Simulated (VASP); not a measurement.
A run of VASP 6.6.1 is set up as follows.

Contents of INCAR:

```
ALGO = Normal ; EDIFF = 1E-6
EDIFFG = -0.04 ; ENCUT = 600
GGA = PE ; IBRION = 2
ISIF = 3 ; ISMEAR = 0
LASPH = True ; LCHARG = False
LREAL = False ; LWAVE = False
NELM = 60 ; NSW = 90
PREC = Accurate ; SIGMA = 0.1
```

File KPOINTS:

```
k-points
0
Gamma
  6 6 6
```

The input POSCAR:

```
YAl2N3
1.0
    5.1128202724      0.0000000000      0.0000000000
   -2.5564101362      4.4278322409      0.0000000000
    0.0000000000      0.0000000000      2.9153372523
Y Al N
1 2 3
Direct
    0.0000000000      0.0000000000      0.0000000000
    0.3333333333      0.6666666667      0.5000000000
    0.6666666667      0.3333333333      0.5000000000
    0.5000000000      0.0000000000      0.0000000000
    0.0000000000      0.5000000000      0.0000000000
    0.5000000000      0.5000000000      0.0000000000
```

Potentials or basis: VASP PAW PBE potentials, release 64 (Y_sv, Al, N).

Command:

```console
$ cat potpaw_PBE.64/Y_sv/POTCAR potpaw_PBE.64/Al/POTCAR potpaw_PBE.64/N/POTCAR > POTCAR
$ mpirun -np 1 vasp_std > vasp.out
```

What does it give for the relaxed volume?

10.89 Å³/atom.

Predict the relaxed cell.

a = 5.192 Å, b = 5.192 Å, c = 2.799 Å, α = 90.00°, β = 90.00°, γ = 120.00°.

Predict the space group after relaxing (to 0.05 Å).

P6/mmm (No. 191).

What does it give for the band gap on the k mesh?

Zero (band 16 reaches 8.14 eV, above the bottom of band 17 at 7.11 eV).

Final structure:
```cif
data_structure
_symmetry_space_group_name_H-M 'P 1'
_symmetry_Int_Tables_number 1
_cell_length_a 5.1920
_cell_length_b 5.1920
_cell_length_c 2.7989
_cell_angle_alpha 90.000
_cell_angle_beta 90.000
_cell_angle_gamma 120.000
_cell_volume 65.34
loop_
_atom_site_label
_atom_site_type_symbol
_atom_site_fract_x
_atom_site_fract_y
_atom_site_fract_z
_atom_site_occupancy
Y1 Y 0.00000 0.00000 0.00000 1
Al1 Al 0.33333 0.66667 0.50000 1
Al2 Al 0.66667 0.33333 0.50000 1
N1 N 0.50000 0.00000 0.00000 1
N2 N 0.00000 0.50000 0.00000 1
N3 N 0.50000 0.50000 0.00000 1
```
